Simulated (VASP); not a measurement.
Input of a VASP 6.6.1 run:

The input POSCAR:

```
Ta
1.0
   -1.6060217913      1.6060217913      1.6060217913
    1.6060217913     -1.6060217913      1.6060217913
    1.6060217913      1.6060217913     -1.6060217913
Ta
1
Direct
    0.0000000000      0.0000000000      0.0000000000
```

Contents of INCAR.step1:

```
PREC = Accurate ; ENCUT = 520
ISMEAR = 0 ; SIGMA = 0.1
LREAL = F ; LASPH = T
NELM = 100 ; NBANDS = 12
GGA = PE ; ALGO = Normal
EDIFF = 1E-4 ; LWAVE = T
LCHARG = F
```

The input INCAR.step2:

```
PREC = Accurate ; ENCUT = 520
EDIFF = 1E-6 ; ISMEAR = 0
SIGMA = 0.1 ; LREAL = F
LASPH = T ; NELM = 100
ALGO = Normal ; ISIF = 2
LWAVE = F ; LCHARG = T
METAGGA = R2SCAN ; LMIXTAU = T
LELF = T ; LVHAR = T
NBANDS = 12 ; ISTART = 1
```

KPOINTS

```
Automatic mesh
0
Gamma
  18 18 18
```

Potentials or basis: VASP PAW PBE potentials, release 64 (Ta_pv).

The run is started by

```sh
$ cat potpaw_PBE.64/Ta_pv/POTCAR > POTCAR
$ cp INCAR.step1 INCAR
$ mpirun -np 1 vasp_std > vasp.out
$ cp INCAR.step2 INCAR
$ mpirun -np 1 vasp_std > vasp.out
```

Question: Predict the pressure.

Answer: 21.0 GPa.

Question: Predict the band gap on the k mesh.

Answer: Zero (an odd number of electrons rules out a gap without spin polarisation).

Caveat: the cell stands under pressure; the PAW data sets were made with another functional, which shifts forces and pressure a little; spin-orbit coupling is left out, which moves the levels of the heavy elements.
